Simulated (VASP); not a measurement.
# Mg2C (P1) in VASP: single point with PBE

Aim: the single point of Mg2C with PBE.

Program: VASP 6.6.1. These are calculated values, not measurements. Logs are shortened: lines on timing, memory, paths and dates and some standing lists are left out, and cuts for length are marked.

### Step 1. The cell of the first run

The typed cell holds 24 atoms: a = 7.668 Å, b = 7.668 Å, c = 7.668 Å, α = 60.00°, β = 60.00°, γ = 60.00°.

### Step 2. Single point, PBE

INCAR reads:

```
SYSTEM = Mg2C
  PREC = Accurate
  ENCUT = 520
  EDIFF = 1E-7
  ISMEAR = -1
  SIGMA = 0.026
  LREAL = Auto
  LASPH = .True.
  NELM = 80
  ALGO = Normal
  ISIF = 2
  LWAVE = .False.
  LCHARG = .True.
  GGA = PE
  LELF = .True.
  LVHAR = .True.
  NBANDS = 50
```

KPOINTS reads:

```
Automatic mesh
0
Gamma
  2 2 2
  0 0 0
```

POSCAR reads:

```
Mg2C
1.0
    0.0000000000      5.4218852363      5.4218852363
    5.4218852363      0.0000000000      5.4218852363
    5.4218852363      5.4218852363      0.0000000000
C Mg
8 16
Direct
    0.0164796922      0.0046474610     -0.0161436468
    0.0032856653     -0.0153488125      0.5007303515
   -0.0105906889      0.4947689564      0.0133530123
   -0.0086367560      0.5089302668      0.4961007810
    0.5064858219     -0.0020157195      0.0097362813
    0.5009972328      0.0084880992      0.4893603211
    0.4994322790      0.5145463945     -0.0110600829
    0.4943160696      0.4868065046      0.5017129433
    0.1322679232      0.1078258714      0.1277235629
    0.3610696123      0.3765227243      0.3837951025
    0.1196917625      0.1324293984      0.6276534548
    0.3731148691      0.3743035700      0.8843239558
    0.1435570777      0.6205409841      0.1104235840
    0.3646576631      0.8671885876      0.3753360522
    0.1216504908      0.6211758186      0.6189494712
    0.3835785726      0.8796268811      0.8721093852
    0.6111929441      0.1257525695      0.1451437951
    0.8883727320      0.3752156144      0.3710261122
    0.6317167094      0.1389943658      0.6079755208
    0.8606331187      0.3846250721      0.8881683750
    0.6303181183      0.6261837630      0.1271566014
    0.8769437738      0.8730082423      0.3638506560
    0.6151691441      0.6320442707      0.6259991409
    0.8851914585      0.8641554175      0.8783755636
```

Potentials or basis: VASP PAW PBE potentials, release 64 (C, Mg).

Launch:

```bash
$ cat potpaw_PBE.64/C/POTCAR potpaw_PBE.64/Mg/POTCAR > POTCAR
$ mpirun -np 1 vasp_std > vasp.out
```

OUTCAR:

```text
SYSTEM = Mg2C
   PREC = Accurate
   ENCUT = 520
   EDIFF = 1E-7
   ISMEAR = -1
   LREAL = Auto
   LASPH = .True.
   NELM = 80
   ISIF = 2
   GGA = PE

 ion  position               nearest neighbor table
   1  0.016  0.005  0.984-  11 2.23   9 2.28  16 2.30  24 2.37  22 2.38  20 2.39  13 2.40  17 2.54

   2  0.003  0.985  0.501-  14 2.26  15 2.28  19 2.34   9 2.34  22 2.35  24 2.37  18 2.45  11 2.45

   3  0.989  0.495  0.013-  18 2.24  21 2.25  20 2.28  24 2.32  13 2.37  12 2.40   9 2.42  15 2.47

   4  0.991  0.509  0.496-  18 2.27  22 2.28  15 2.29  10 2.32  23 2.36  11 2.36  13 2.42  20 2.46

   5  0.506  0.998  0.010-  14 2.30  17 2.31  21 2.33   9 2.35  12 2.36  24 2.37  16 2.37  19 2.52

   6  0.501  0.008  0.489-  17 2.16  10 2.31  22 2.35  23 2.36  19 2.38  11 2.39  16 2.40  14 2.45
[... 20 lines left out ...]
                            19 2.75  11 2.76
  17  0.611  0.126  0.145-   6 2.16   5 2.31   7 2.44   1 2.54  22 2.63  10 2.65  12 2.71  14 2.74
                            20 2.76  24 2.87
  18  0.888  0.375  0.371-   3 2.24   4 2.27   2 2.45   8 2.47  11 2.65  19 2.67  13 2.72  21 2.72
                             9 2.77  23 2.78
  19  0.632  0.139  0.608-   8 2.18   2 2.34   6 2.38   5 2.52  18 2.67  10 2.69  16 2.75  22 2.77
                            12 2.78  24 2.84
  20  0.861  0.385  0.888-   7 2.27   3 2.28   1 2.39   4 2.46  21 2.61  15 2.70  23 2.75  17 2.76
                             9 2.78  11 2.78
  21  0.630  0.626  0.127-   3 2.25   5 2.33   8 2.35   7 2.39  20 2.61  14 2.66  24 2.67  16 2.72
                            18 2.72  10 2.81
  22  0.877  0.873  0.364-   4 2.28   2 2.35   6 2.35   1 2.38  17 2.63   9 2.66  15 2.71  23 2.73
                            13 2.74  19 2.77
  23  0.615  0.632  0.626-   7 2.27   4 2.36   6 2.36   8 2.45  16 2.68  12 2.71  14 2.72  22 2.73
                            20 2.75  18 2.78
  24  0.885  0.864  0.878-   3 2.32   2 2.37   1 2.37   5 2.37  13 2.66  21 2.67  15 2.73  11 2.73
                            19 2.84  17 2.87

  LATTYP: Found a face centered cubic cell.
 ALAT       =    10.8437704726

  Lattice vectors:

 A1 = (   0.0000000000,   5.4218852363,   5.4218852363)
 A2 = (   5.4218852363,   0.0000000000,   5.4218852363)
 A3 = (   5.4218852363,   5.4218852363,   0.0000000000)

Analysis of symmetry for initial positions (statically):
=====================================================================
 Subroutine PRICEL returns:
 Original cell was already a primitive cell.

 Routine SETGRP: Setting up the symmetry group for a
 face centered cubic supercell.

 Subroutine GETGRP returns: Found  1 space group operations
 (whereof  1 operations were pure point group operations)
 out of a pool of 48 trial point group operations.

The static configuration has the point symmetry C_1 .

Analysis of symmetry for dynamics (positions and initial velocities):
=====================================================================
 Subroutine PRICEL returns:
 Original cell was already a primitive cell.

 Routine SETGRP: Setting up the symmetry group for a
 face centered cubic supercell.

 Subroutine GETGRP returns: Found  1 space group operations
 (whereof  1 operations were pure point group operations)
 out of a pool of 48 trial point group operations.

The dynamic configuration has the point symmetry C_1 .

 Subroutine INISYM returns: Found  1 space group operations
 (whereof  1 operations are pure point group operations),
 and found     1 'primitive' translations

----------------------------------------------------------------------------------------

                                     Primitive cell

  volume of cell :     318.7726

  direct lattice vectors                    reciprocal lattice vectors
     0.000000000  5.421885236  5.421885236    -0.092218846  0.092218846  0.092218846
     5.421885236  0.000000000  5.421885236     0.092218846 -0.092218846  0.092218846
     5.421885236  5.421885236  0.000000000     0.092218846  0.092218846 -0.092218846

  length of vectors
     7.667703635  7.667703635  7.667703635     0.159727727  0.159727727  0.159727727

  position of ions in fractional coordinates (direct lattice)
     0.016479692  0.004647461  0.983856353
     0.003285665  0.984651187  0.500730352
     0.989409311  0.494768956  0.013353012
     0.991363244  0.508930267  0.496100781
     0.506485822  0.997984280  0.009736281
     0.500997233  0.008488099  0.489360321
[... 16 lines left out ...]
     0.615169144  0.632044271  0.625999141
     0.885191459  0.864155418  0.878375564

  ion indices of the primitive-cell ions
   primitive index   ion index
                 1           1
                 2           2
                 3           3
                 4           4
                 5           5
                 6           6
[... 16 lines left out ...]
                23          23
                24          24

----------------------------------------------------------------------------------------

 KPOINTS: Automatic mesh

Automatic generation of k-mesh.
 Grid dimensions read from file:
 generate k-points for:    2    2    2

 Generating k-lattice:

  Cartesian coordinates                     Fractional coordinates (reciprocal lattice)
    -0.046109423  0.046109423  0.046109423     0.500000000  0.000000000  0.000000000
     0.046109423 -0.046109423  0.046109423     0.000000000  0.500000000  0.000000000
     0.046109423  0.046109423 -0.046109423     0.000000000  0.000000000  0.500000000

  Length of vectors
     0.079863863  0.079863863  0.079863863

  Shift w.r.t. Gamma in fractional coordinates (k-lattice)
     0.000000000  0.000000000  0.000000000

 Subroutine IBZKPT returns following result:
 ===========================================

 Found      8 irreducible k-points:

 Following reciprocal coordinates:
            Coordinates               Weight
  0.000000  0.000000  0.000000      1.000000
  0.500000  0.000000  0.000000      1.000000
  0.000000  0.500000  0.000000      1.000000
  0.000000  0.000000  0.500000      1.000000
  0.500000  0.500000  0.500000      1.000000
  0.500000  0.500000  0.000000      1.000000
  0.000000  0.500000  0.500000      1.000000
  0.500000  0.000000  0.500000      1.000000
   k-points           NKPTS =      8   k-points in BZ     NKDIM =      8   number of bands    NBANDS=     50
   number of dos      NEDOS =    301   number of ions     NIONS =     24
   total plane-waves  NPLWV = 216000
   dimension x,y,z NGX =    60 NGY =   60 NGZ =   60
   dimension x,y,z NGXF=   120 NGYF=  120 NGZF=  120
   ions per type =               8  16
   NGX,Y,Z   is equivalent  to a cutoff of  13.01, 13.01, 13.01 a.u.
   NGXF,Y,Z  is equivalent  to a cutoff of  26.02, 26.02, 26.02 a.u.
 SYSTEM =  Mg2C
   PREC   = accura    normal or accurate (medium, high low for compatibility)
   ISTART =      0    job   : 0-new  1-cont  2-samecut
   ICHARG =      2    charge: 1-file 2-atom 10-const
   ISPIN  =      1    spin polarized calculation?
   LNONCOLLINEAR =      F non collinear calculations
   LSORBIT =      F    spin-orbit coupling
   LASPH  =      T    aspherical Exc in radial PAW
   ENCUT  =  520.0 eV  38.22 Ry    6.18 a.u.  14.26 14.26 14.26*2*pi/ulx,y,z
   NELM   =     80;   NELMIN=  2; NELMDL= -5     # of ELM steps
   EDIFF  = 0.1E-06   stopping-criterion for ELM
   LREAL  =      T    real-space projection
   EDIFFG = 0.1E-05   stopping-criterion for IOM
   NSW    =      0    number of steps for IOM
   IBRION =     -1    ionic relax: 0-MD 1-quasi-New 2-CG
   NFREE  =      0    steps in history (QN), initial steepest desc. (CG)
   ISIF   =      2    stress and relaxation
   ISYM   =      2    0-nonsym 1-usesym 2-fastsym
   POTIM  = 0.5000    time-step for ionic-motion
   TEBEG  =    0.0;   TEEND  =   0.0 temperature during run
   PSTRESS=    0.0 pullay stress
   NELECT =      64.0000    total number of electrons
   NUPDOWN=      -1.0000    fix difference up-down
   EMIN   =  10.00;   EMAX   =-10.00  energy-range for DOS
   EFERMI =   0.00;   METHOD = LEGACY
   ISMEAR =    -1;   SIGMA  =   0.03  broadening in eV -4-tet -1-fermi 0-gaus
   EFERMI_NEDOS =   21; number of points for ismear=-14 and -15
   IALGO  =     38    algorithm
   IMIX   =      4    mixing-type and parameters
     AMIX     =   0.40;   BMIX     =  1.00
     AMIX_MAG =   1.60;   BMIX_MAG =  1.00
  volume/ion in A,a.u.               =      13.28        89.63
  Fermi-wavevector in a.u.,A,eV,Ry     =   0.958608  1.811507 12.502799  0.918930
  Thomas-Fermi vector in A             =   2.087731
   LORBIT       =      0    0 simple, 1 ext, 2 COOP (PROOUT), +10 PAW based schemes
   GGA     = PE    functional components
   LHFCALC =     F    Hartree Fock is set to
   AEXX    =    0.0000 exact exchange contribution
   IVDW    =     0    specifies the selected vdW correction
   LEPSILON=     F    determine dielectric tensor
   LRPA    =     F    only Hartree local field effects (RPA)
 non-spin polarized calculation
  energy-cutoff  :      520.00
  volume of cell :      318.77
 maximum number of plane-waves:      8616
 NGX is ok and might be reduce to    60
   NGX = 29   NGY = 29   NGZ = 29

 number of electron      64.0000000 magnetization

 Free energy of the ion-electron system (eV)
  ---------------------------------------------------
  ext. energy  EPLUGINS =         0.00000000
  ---------------------------------------------------
  free energy    TOTEN  =       -90.54547896 eV

  energy without entropy =      -90.54547770  energy(sigma->0) =      -90.54547833

 E-fermi :   4.1505     XC(G=0):  -9.9301

 val. band max:        3.8268786257   @ k =   0.0000   0.0000   0.0000
 cond. band min:       4.4624293744   @ k =   0.0000   0.0000   0.0000
 fundamental gap:      0.6355507486
 Fermi energy:         4.1504567437

 k-point     1 :       0.0000    0.0000    0.0000
  band No.  band energies     occupation
      1      -6.9214      2.00000
      2      -5.4443      2.00000
      3      -5.4012      2.00000
      4      -5.3597      2.00000
      5      -5.3149      2.00000
      6      -4.9198      2.00000
[... 365 lines left out ...]
     43       8.7158      0.00000
     44       8.7518      0.00000
 [bands above 44 left out]

------------------------ aborting loop because EDIFF is reached ----------------------------------------

  FORCE on cell =-STRESS in cart. coord.  units (eV):
  Direction    XX          YY          ZZ          XY          YZ          ZX
  --------------------------------------------------------------------------------------
  -------------------------------------------------------------------------------------
  Total        5.5349467      4.8780340      4.3740796      0.3804269     -0.4663518     -0.5520756
  in kB       27.8190993     24.5174022     21.9844854      1.9120572     -2.3439228     -2.7747776
  external PRESSURE =      24.7736623 kB  Pullay stress =       0.0000000 kB

 VOLUME and BASIS-vectors are now :
 -----------------------------------------------------------------------------
  energy-cutoff  :      520.00
  volume of cell :      318.77
      direct lattice vectors                 reciprocal lattice vectors
     0.000000000  5.421885236  5.421885236    -0.092218846  0.092218846  0.092218846
     5.421885236  0.000000000  5.421885236     0.092218846 -0.092218846  0.092218846
     5.421885236  5.421885236  0.000000000     0.092218846  0.092218846 -0.092218846

 POSITION                                       TOTAL-FORCE (eV/Angst)
 -----------------------------------------------------------------------------------
      5.35955      5.42371      0.11455         0.358955      0.106532     -0.656699
      8.05357      2.73272      5.35648         0.393298     -0.155715      0.326382
      2.75498      5.43686      8.04704        -0.375028      0.155788      0.671766
      5.44916      8.06486      8.13442        -0.279781      0.276238     -0.099774
      5.46375      2.79890      8.15706        -0.194682     -0.364937     -0.125760
      2.69928      5.36961      2.76237         0.310872      0.375328     -0.467110
[... 16 lines left out ...]
      6.82097      6.72947      6.76225        -0.426279     -0.040751      0.136817
      9.44780      9.56186      9.48476         0.454725     -0.594517      0.173376
 -----------------------------------------------------------------------------------
    total drift:                               -0.015334     -0.012084     -0.003184

  FREE ENERGIE OF THE ION-ELECTRON SYSTEM (eV)
  ---------------------------------------------------
  free  energy   TOTEN  =       -90.5454789578 eV

  energy  without entropy=      -90.5454777000  energy(sigma->0) =      -90.54547833
```

It took 4.5 min on 1 thread of Intel Xeon Platinum 8488C (Sapphire Rapids), shared host; peak memory 0.5 GiB.

Results:

```yaml
Free_energy: -90.5455 eV
Pressure: 2.5 GPa
Largest_force: 1.182 eV/Å
Band_gap_on_the_k_mesh: 0.64 eV
```

Forces on the atoms (eV/Å):
```
C    0.359  0.107 -0.657
C    0.393 -0.156  0.326
C   -0.375  0.156  0.672
C   -0.280  0.276 -0.100
C   -0.195 -0.365 -0.126
C    0.311  0.375 -0.467
C   -0.027  0.396 -0.446
C    0.682 -0.033  0.649
Mg   0.485 -0.526  0.377
Mg  -0.238  0.076  0.546
Mg  -0.268  0.295 -0.258
Mg  -0.944 -0.291 -0.220
Mg   0.948 -0.257 -0.044
Mg   0.384  0.507  0.418
Mg   0.432  0.318 -0.177
Mg  -0.087 -0.203  0.285
Mg  -0.978 -0.545  0.380
Mg   0.014 -0.330 -0.208
Mg  -0.233  0.596 -0.570
Mg  -0.871  0.093 -0.094
Mg   0.339 -0.055 -0.476
Mg   0.119  0.200 -0.122
Mg  -0.426 -0.041  0.137
Mg   0.455 -0.595  0.173
```

Caveat: the k points lie up to 0.50 Å⁻¹ apart; forces of over 1 eV/Å act on the atoms, so gaps and moduli don't describe the material at rest.
